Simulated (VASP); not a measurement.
# PbO2 in VASP: a series of runs

PbO2 is run at these levels: PBE, revPBE+D3(BJ); tasks: single point.

All numbers are computed with VASP 6.6.1; they aren't measurements. Logs are shortened: lines on timing, memory, paths and dates and some standing lists are left out, and cuts for length are marked.

### Step 1. The cell of the first run

It takes space group Imm2 (No. 44, orthorhombic). Conventional cell: a = 3.821 Å, b = 3.821 Å, c = 5.404 Å, α = 90.00°, β = 90.00°, γ = 90.00°. Within 3.1 Å of Pb (site symmetry mm2) lie 8 O at 2.31 to 2.37 Å. Within 3.1 Å of O (site symmetry mm2) lie 4 Pb at 2.34 Å and 6 O at 2.65 to 2.75 Å. O (site symmetry mm2) has 4 Pb at 2.31 to 2.37 Å and 6 O at 2.65 to 2.75 Å within 3.1 Å.

### Step 2. Single point, PBE

The input, INCAR:

```
SYSTEM = PbO2
PREC = Accurate
ENCUT = 520
EDIFF = 1E-7
ISMEAR = 0
SIGMA = 0.1
LREAL = .False.
LASPH = .True.
NELM = 80
ALGO = Normal
ISIF = 2
LWAVE = .False.
LCHARG = .False.
GGA = PE
ISYM = 0
NBANDS = 20
```

The input, KPOINTS:

```
Automatic mesh
0
Gamma
  2 2 2
  0.25 0.25 0.25
```

The input, POSCAR:

```
PbO2
1.0
    0.0000000000      2.7019920000      2.7019920000
    2.7019920000      0.0000000000      2.7019920000
    2.7019920000      2.7019920000      0.0000000000
Pb O
1 2
Direct
    0.0000000000      0.0000000000      0.0000000000
    0.2500000000      0.2500000000      0.2500000000
    0.7592524330      0.7407475670      0.7592524330
```

Potentials or basis: VASP PAW PBE potentials, release 64 (Pb_d, O).

Launch:

```console
> cat potpaw_PBE.64/Pb_d/POTCAR potpaw_PBE.64/O/POTCAR > POTCAR
> mpirun -np 1 vasp_std > vasp.out
```

OUTCAR:

```text
SYSTEM = PbO2
   PREC = Accurate
   ENCUT = 520
   EDIFF = 1E-7
   ISMEAR = 0
   LREAL = .False.
   LASPH = .True.
   NELM = 80
   ISIF = 2
   GGA = PE
   ISYM = 0

 ion  position               nearest neighbor table
   1  0.000  0.000  0.000-   3 2.31   3 2.31   2 2.34   2 2.34   2 2.34   2 2.34   3 2.37   3 2.37

   2  0.250  0.250  0.250-   1 2.34   1 2.34   1 2.34   1 2.34
   3  0.759  0.741  0.759-   1 2.31   1 2.31   1 2.37   1 2.37

IMPORTANT INFORMATION: All symmetrisations will be switched off!
NOSYMM: (Re-)initialisation of all symmetry stuff for point group C_1.

----------------------------------------------------------------------------------------

                                     Primitive cell

  volume of cell :      39.4532

  direct lattice vectors                    reciprocal lattice vectors
     0.000000000  2.701992000  2.701992000    -0.185048660  0.185048660  0.185048660
     2.701992000  0.000000000  2.701992000     0.185048660 -0.185048660  0.185048660
     2.701992000  2.701992000  0.000000000     0.185048660  0.185048660 -0.185048660

  length of vectors
     3.821193732  3.821193732  3.821193732     0.320513682  0.320513682  0.320513682

  position of ions in fractional coordinates (direct lattice)
     0.000000000  0.000000000  0.000000000
     0.250000000  0.250000000  0.250000000
     0.759252433  0.740747567  0.759252433

  ion indices of the primitive-cell ions
   primitive index   ion index
                 1           1
                 2           2
                 3           3

----------------------------------------------------------------------------------------

 KPOINTS: Automatic mesh

Automatic generation of k-mesh.
 Grid dimensions read from file:
 generate k-points for:    2    2    2

 Generating k-lattice:

  Cartesian coordinates                     Fractional coordinates (reciprocal lattice)
    -0.092524330  0.092524330  0.092524330     0.500000000  0.000000000  0.000000000
     0.092524330 -0.092524330  0.092524330     0.000000000  0.500000000  0.000000000
     0.092524330  0.092524330 -0.092524330     0.000000000  0.000000000  0.500000000

  Length of vectors
     0.160256841  0.160256841  0.160256841

  Shift w.r.t. Gamma in fractional coordinates (k-lattice)
     0.250000000  0.250000000  0.250000000

 Subroutine IBZKPT returns following result:
 ===========================================

 Found     32 irreducible k-points:

 Following reciprocal coordinates:
            Coordinates               Weight
  0.125000  0.125000  0.125000      2.000000
  0.125000  0.000000  0.000000      2.000000
  0.000000  0.000000 -0.125000      2.000000
  0.000000  0.125000  0.000000      2.000000
 -0.375000  0.125000  0.125000      2.000000
  0.125000 -0.375000  0.125000      2.000000
[... 16 lines left out ...]
  0.500000  0.500000 -0.125000      2.000000
  0.000000  0.500000  0.375000      2.000000
 [... further k-points ...]
   k-points           NKPTS =     32   k-points in BZ     NKDIM =     32   number of bands    NBANDS=     20
   number of dos      NEDOS =    301   number of ions     NIONS =      3
   total plane-waves  NPLWV =  21952
   dimension x,y,z NGX =    28 NGY =   28 NGZ =   28
   dimension x,y,z NGXF=    56 NGYF=   56 NGZF=   56
   ions per type =               1   2
   NGX,Y,Z   is equivalent  to a cutoff of  12.18, 12.18, 12.18 a.u.
   NGXF,Y,Z  is equivalent  to a cutoff of  24.36, 24.36, 24.36 a.u.
 SYSTEM =  PbO2
   PREC   = accura    normal or accurate (medium, high low for compatibility)
   ISTART =      0    job   : 0-new  1-cont  2-samecut
   ICHARG =      2    charge: 1-file 2-atom 10-const
   ISPIN  =      1    spin polarized calculation?
   LNONCOLLINEAR =      F non collinear calculations
   LSORBIT =      F    spin-orbit coupling
   LASPH  =      T    aspherical Exc in radial PAW
   ENCUT  =  520.0 eV  38.22 Ry    6.18 a.u.   7.10  7.10  7.10*2*pi/ulx,y,z
   NELM   =     80;   NELMIN=  2; NELMDL= -5     # of ELM steps
   EDIFF  = 0.1E-06   stopping-criterion for ELM
   LREAL  =      F    real-space projection
   EDIFFG = 0.1E-05   stopping-criterion for IOM
   NSW    =      0    number of steps for IOM
   IBRION =     -1    ionic relax: 0-MD 1-quasi-New 2-CG
   NFREE  =      0    steps in history (QN), initial steepest desc. (CG)
   ISIF   =      2    stress and relaxation
   ISYM   =      0    0-nonsym 1-usesym 2-fastsym
   POTIM  = 0.5000    time-step for ionic-motion
   TEBEG  =    0.0;   TEEND  =   0.0 temperature during run
   PSTRESS=    0.0 pullay stress
   NELECT =      26.0000    total number of electrons
   NUPDOWN=      -1.0000    fix difference up-down
   EMIN   =  10.00;   EMAX   =-10.00  energy-range for DOS
   EFERMI =   0.00;   METHOD = LEGACY
   ISMEAR =     0;   SIGMA  =   0.10  broadening in eV -4-tet -1-fermi 0-gaus
   EFERMI_NEDOS =   21; number of points for ismear=-14 and -15
   IALGO  =     38    algorithm
   IMIX   =      4    mixing-type and parameters
     AMIX     =   0.40;   BMIX     =  1.00
     AMIX_MAG =   1.60;   BMIX_MAG =  1.00
  volume/ion in A,a.u.               =      13.15        88.75
  Fermi-wavevector in a.u.,A,eV,Ry     =   1.424640  2.692180 27.614384  2.029600
  Thomas-Fermi vector in A             =   2.545110
   LORBIT       =      0    0 simple, 1 ext, 2 COOP (PROOUT), +10 PAW based schemes
   GGA     = PE    functional components
   LHFCALC =     F    Hartree Fock is set to
   AEXX    =    0.0000 exact exchange contribution
   IVDW    =     0    specifies the selected vdW correction
   LEPSILON=     F    determine dielectric tensor
   LRPA    =     F    only Hartree local field effects (RPA)
 non-spin polarized calculation
 Gauss-broadening in eV      SIGMA  =   0.10
  energy-cutoff  :      520.00
  volume of cell :       39.45
 maximum number of plane-waves:      1068
   NGX = 15   NGY = 15   NGZ = 15

 number of electron      25.9999993 magnetization

 Free energy of the ion-electron system (eV)
  ---------------------------------------------------
  ext. energy  EPLUGINS =         0.00000000
  ---------------------------------------------------
  free energy    TOTEN  =       -15.53830823 eV

  energy without entropy =      -15.52989366  energy(sigma->0) =      -15.53410094

 E-fermi :   5.5022     XC(G=0): -11.1398

 val. band max:        5.3729047737   @ k =  -0.3750  -0.3750   0.1250
 cond. band min:       5.5847361534   @ k =   0.1250   0.0000   0.0000
 fundamental gap:      0.2118313797
 Fermi energy:         5.5022280243

 k-point     1 :       0.1250    0.1250    0.1250
  band No.  band energies     occupation
      1     -12.7506      2.00000
      2     -10.7361      2.00000
      3     -10.0113      2.00000
      4     -10.0050      2.00000
      5      -9.7971      2.00000
      6      -9.7966      2.00000
[... 12 lines left out ...]
     19      21.0669      0.00000
     20      21.1079      0.00000

 k-point     2 :       0.1250    0.0000    0.0000
  band No.  band energies     occupation
      1     -12.7589      2.00000
      2     -10.7054      2.00000
      3     -10.0169      2.00000
      4     -10.0078      2.00000
      5      -9.7978      2.00000
      6      -9.7963      2.00000
[... 12 lines left out ...]
     19      21.0647      0.00000
     20      21.0898      0.00000

 k-point     3 :       0.0000    0.0000   -0.1250
  band No.  band energies     occupation
      1     -12.7589      2.00000
      2     -10.7054      2.00000
      3     -10.0169      2.00000
      4     -10.0078      2.00000
      5      -9.7978      2.00000
      6      -9.7963      2.00000
[... 12 lines left out ...]
     19      21.0647      0.00000
     20      21.0898      0.00000

 k-point     4 :       0.0000    0.1250    0.0000
  band No.  band energies     occupation
      1     -12.7506      2.00000
      2     -10.7361      2.00000
      3     -10.0113      2.00000
      4     -10.0050      2.00000
      5      -9.7971      2.00000
      6      -9.7966      2.00000
[... 12 lines left out ...]
     19      21.0669      0.00000
     20      21.1079      0.00000

 k-point     5 :      -0.3750    0.1250    0.1250
  band No.  band energies     occupation
      1     -12.2055      2.00000
      2     -11.3690      2.00000
      3      -9.9311      2.00000
      4      -9.8600      2.00000
      5      -9.7485      2.00000
      6      -9.6210      2.00000
[... 12 lines left out ...]
     19      21.0330      0.00000
     20      22.4026      0.00000

 k-point     6 :       0.1250   -0.3750    0.1250
  band No.  band energies     occupation
      1     -12.1476      2.00000
      2     -11.4360      2.00000
      3      -9.9270      2.00000
      4      -9.8679      2.00000
      5      -9.7436      2.00000
      6      -9.6227      2.00000
[... 12 lines left out ...]
     19      21.0893      0.00000
     20      22.4252      0.00000

 k-point     7 :       0.1250    0.1250   -0.3750
  band No.  band energies     occupation
      1     -12.2055      2.00000
      2     -11.3690      2.00000
      3      -9.9311      2.00000
      4      -9.8600      2.00000
      5      -9.7485      2.00000
      6      -9.6210      2.00000
[... 12 lines left out ...]
     19      21.0330      0.00000
     20      22.4026      0.00000
[... 277 lines left out ...]
 k-point    20 :      -0.3750    0.5000    0.0000
  band No.  band energies     occupation
      1     -12.0161      2.00000
      2     -11.6022      2.00000
      3      -9.9038      2.00000
      4      -9.8003      2.00000
      5      -9.7374      2.00000
      6      -9.6536      2.00000
[... 12 lines left out ...]
     19      21.9480      0.00000
     20      22.8818      0.00000

 k-point    21 :      -0.3750    0.0000    0.5000
  band No.  band energies     occupation
      1     -12.0278      2.00000
      2     -11.5941      2.00000
      3      -9.9029      2.00000
      4      -9.8033      2.00000
      5      -9.7391      2.00000
      6      -9.6508      2.00000
[... 12 lines left out ...]
     19      21.9501      0.00000
     20      22.8693      0.00000

 k-point    22 :       0.1250    0.5000    0.5000
  band No.  band energies     occupation
      1     -12.0161      2.00000
      2     -11.6022      2.00000
      3      -9.9038      2.00000
      4      -9.8003      2.00000
      5      -9.7374      2.00000
      6      -9.6536      2.00000
[... 12 lines left out ...]
     19      21.9480      0.00000
     20      22.8818      0.00000

 k-point    23 :       0.5000    0.5000   -0.1250
  band No.  band energies     occupation
      1     -12.0161      2.00000
      2     -11.6022      2.00000
      3      -9.9038      2.00000
      4      -9.8003      2.00000
      5      -9.7374      2.00000
      6      -9.6536      2.00000
[... 12 lines left out ...]
     19      21.9480      0.00000
     20      22.8818      0.00000

 k-point    24 :       0.0000    0.5000    0.3750
  band No.  band energies     occupation
      1     -12.0161      2.00000
      2     -11.6022      2.00000
      3      -9.9038      2.00000
      4      -9.8003      2.00000
      5      -9.7374      2.00000
      6      -9.6536      2.00000
[... 12 lines left out ...]
     19      21.9480      0.00000
     20      22.8818      0.00000

 [... further k-points ...]

------------------------ aborting loop because EDIFF is reached ----------------------------------------

  FORCE on cell =-STRESS in cart. coord.  units (eV):
  Direction    XX          YY          ZZ          XY          YZ          ZX
  --------------------------------------------------------------------------------------
  -------------------------------------------------------------------------------------
  Total        0.4123575      0.4530696      0.4123592      0.0000250      0.0000254      0.0623954
  in kB       16.7456599     18.3989627     16.7457297      0.0010157      0.0010332      2.5338501
  external PRESSURE =      17.2967841 kB  Pullay stress =       0.0000000 kB

 VOLUME and BASIS-vectors are now :
 -----------------------------------------------------------------------------
  energy-cutoff  :      520.00
  volume of cell :       39.45
      direct lattice vectors                 reciprocal lattice vectors
     0.000000000  2.701992000  2.701992000    -0.185048660  0.185048660  0.185048660
     2.701992000  0.000000000  2.701992000     0.185048660 -0.185048660  0.185048660
     2.701992000  2.701992000  0.000000000     0.185048660  0.185048660 -0.185048660

 POSITION                                       TOTAL-FORCE (eV/Angst)
 -----------------------------------------------------------------------------------
      0.00000      0.00000      0.00000         0.000001      0.149222     -0.000002
      1.35100      1.35100      1.35100         0.000001      0.152604      0.000003
      4.05299      4.10299      4.05299        -0.000002     -0.301826     -0.000001
 -----------------------------------------------------------------------------------
    total drift:                                0.000006     -0.000037      0.000001

  FREE ENERGIE OF THE ION-ELECTRON SYSTEM (eV)
  ---------------------------------------------------
  free  energy   TOTEN  =       -15.5383082309 eV

  energy  without entropy=      -15.5298936570  energy(sigma->0) =      -15.53410094
```

It took 18 s on 1 thread of Intel Xeon Platinum 8375C at 2.90GHz (Ice Lake), shared host; peak memory 0.17 GiB.

What came out:

```
Free energy            : -15.5383 eV
Pressure               : 1.7 GPa
Largest force          : 0.302 eV/Å
Band gap on the k mesh : 0.21 eV, indirect (least direct gap 1.13 eV)
```

Forces in eV/Å, atoms in the order of the input:
```
Pb   0.000  0.149  0.000
O    0.000  0.153  0.000
O    0.000 -0.302  0.000
```

Caveat: the k points lie up to 1.01 Å⁻¹ apart; spin-orbit coupling is left out, which moves the levels of the heavy elements. A k mesh can miss the band edges.

### Step 3. Single point, revPBE+D3(BJ)

The input, INCAR:

```
SYSTEM = PbO2
PREC = Accurate
ENCUT = 520
EDIFF = 1E-6
ISMEAR = 0
SIGMA = 0.1
LREAL = .FALSE.
LASPH = .TRUE.
NELM = 100
ALGO = Normal
ISIF = 2
LWAVE = .FALSE.
LCHARG = .TRUE.
GGA = RE
IVDW = 12
LELF = .TRUE.
LVHAR = .TRUE.
NBANDS = 20
```

The input, KPOINTS:

```
regular mesh
0
G
  4 4 4
  0 0 0
```

POSCAR: that of step 2 with these lines changed.

```diff
@@ -10,2 +10,2 @@
     0.2500000000      0.2500000000      0.2500000000
-    0.7592524330      0.7407475670      0.7592524330
+    0.7500000000      0.7500000000      0.7500000000
```

Potentials or basis: VASP PAW PBE potentials, release 64 (Pb_d, O).

Launch:

```console
> cat potpaw_PBE.64/Pb_d/POTCAR potpaw_PBE.64/O/POTCAR > POTCAR
> mpirun -np 1 vasp_std > vasp.out
```

OUTCAR:

```text
SYSTEM = PbO2
   PREC = Accurate
   ENCUT = 520
   EDIFF = 1E-6
   ISMEAR = 0
   LREAL = .FALSE.
   LASPH = .TRUE.
   NELM = 100
   ISIF = 2
   GGA = RE
   IVDW = 12
 IVDW          = 12

 ion  position               nearest neighbor table
   1  0.000  0.000  0.000-   3 2.34   3 2.34   3 2.34   2 2.34   2 2.34   2 2.34   3 2.34   2 2.34

   2  0.250  0.250  0.250-   1 2.34   1 2.34   1 2.34   1 2.34
   3  0.750  0.750  0.750-   1 2.34   1 2.34   1 2.34   1 2.34

  LATTYP: Found a face centered cubic cell.
 ALAT       =     5.4039840000

  Lattice vectors:
[... 356 lines left out ...]

 Edisp (eV)   -1.28869

 E8    (eV) :    -0.8773

  FORCE on cell =-STRESS in cart. coord.  units (eV):
  Direction    XX          YY          ZZ          XY          YZ          ZX
  --------------------------------------------------------------------------------------
  -------------------------------------------------------------------------------------
  Total      -0.58352    -0.58352    -0.58352     0.00000    -0.00000     0.00000
  in kB     -23.69646   -23.69646   -23.69646     0.00000    -0.00000     0.00000
  external pressure =      -23.70 kB  Pullay stress =        0.00 kB

 VOLUME and BASIS-vectors are now :
 -----------------------------------------------------------------------------
  energy-cutoff  :      520.00
  volume of cell :       39.45
      direct lattice vectors                 reciprocal lattice vectors
     0.000000000  2.701992000  2.701992000    -0.185048660  0.185048660  0.185048660
     2.701992000  0.000000000  2.701992000     0.185048660 -0.185048660  0.185048660
     2.701992000  2.701992000  0.000000000     0.185048660  0.185048660 -0.185048660

 POSITION                                       TOTAL-FORCE (eV/Angst)
 -----------------------------------------------------------------------------------
      0.00000      0.00000      0.00000         0.000000     -0.000000      0.000000
      1.35100      1.35100      1.35100         0.000000      0.000000     -0.000000
      4.05299      4.05299      4.05299        -0.000000     -0.000000     -0.000000
 -----------------------------------------------------------------------------------
    total drift:                                0.000000      0.000000      0.000000

  FREE ENERGIE OF THE ION-ELECTRON SYSTEM (eV)
  ---------------------------------------------------
  free  energy   TOTEN  =       -15.8439978803 eV

  energy  without entropy=      -15.8406536865  energy(sigma->0) =      -15.84232578
```

stdout:

```text
POSCAR found type information on POSCAR PbO
 POSCAR found :  2 types and       3 ions
 scaLAPACK will be used
 -----------------------------------------------------------------------------
|                                                                             |
|                                                                             |
|     You enforced a specific xc type in the INCAR file but a different       |
|     I HOPE YOU KNOW WHAT YOU ARE DOING!                                     |
|                                                                             |
 -----------------------------------------------------------------------------

 LDA part: xc-table for (Slater+PW92), standard interpolation
 POSCAR, INCAR and KPOINTS ok, starting setup
 FFT: planning ... GRIDC
 FFT: planning ... GRID_SOFT
 FFT: planning ... GRID
 WAVECAR not read
 entering main loop
```

Wall time 6.8 s (1 thread of Intel Xeon Platinum 8375C at 2.90GHz (Ice Lake), shared host); peak memory 0.16 GiB.

Results:

```yaml
Free_energy: -15.8440 eV
Pressure: -2.4 GPa
Band_gap_on_the_k_mesh: zero (band 13 reaches 5.76 eV, above the bottom of band 14 at 4.55 eV)
Dispersion_energy_per_atom: -0.430 eV
```

Levels at points of the mesh, in eV from the Fermi level:
| k point | band 10 | band 11 | band 12 | band 13 | band 14 | band 15 | band 16 | band 17 |
| --- | --- | --- | --- | --- | --- | --- | --- | --- |
| (0.00, 0.00, 0.00) | -2.05 | -2.05 | -1.28 | -1.28 | -1.28 | 6.99 | 6.99 | 6.99 |
| (0.50, 0.00, 0.00) | -2.83 | -2.83 | -1.49 | -1.49 | 2.50 | 7.19 | 9.47 | 9.47 |
| (0.50, 0.50, 0.00) | -4.52 | -0.32 | -0.22 | -0.22 | 1.63 | 6.17 | 9.60 | 10.79 |

Caveat: the k points lie up to 0.50 Å⁻¹ apart; the PAW data sets were made with another functional, which shifts forces and pressure a little; spin-orbit coupling is left out, which moves the levels of the heavy elements; pairwise dispersion overbinds metals, which lowers pressure and volume.

### Step 4. Single point, PBE

The input, INCAR:

```
PREC = Accurate
ENCUT = 520
EDIFF = 1E-6
ISMEAR = 1
SIGMA = 0.25
LREAL = False
LASPH = True
NELM = 80
ALGO = Normal
ISIF = 2
LWAVE = False
LCHARG = False
GGA = PE
NBANDS = 20
```

The input, KPOINTS:

```
Automatic mesh
0
Gamma
  4 4 4
```

POSCAR is that of step 3.

Launch:

```console
> cat potpaw_PBE.64/Pb_d/POTCAR potpaw_PBE.64/O/POTCAR > POTCAR
> mpirun -np 1 vasp_std > vasp.out
```

Run time: 5.8 s. Hardware: 1 thread of Intel Xeon Platinum 8375C at 2.90GHz (Ice Lake), shared host; peak memory 0.15 GiB.

Results (log left out):

```
Free energy            : -15.6226 eV
Pressure               : 0.2 GPa
Band gap on the k mesh : zero (band 13 reaches 5.65 eV, above the bottom of band 14 at 4.44 eV)
```

Levels at points of the mesh, in eV from the Fermi level:
```tsv
k point	band 11	band 12	band 13	band 14	band 15	band 16
(0.00, 0.00, 0.00)	-2.07	-1.30	-1.30	-1.30	6.89	6.89
(0.50, 0.00, 0.00)	-2.86	-1.51	-1.51	2.47	7.04	9.39
(0.50, 0.50, 0.00)	-0.34	-0.24	-0.24	1.57	6.09	9.35
```

Caveat: the k points lie up to 0.50 Å⁻¹ apart; spin-orbit coupling is left out, which moves the levels of the heavy elements.

[end of part 1 of 2]
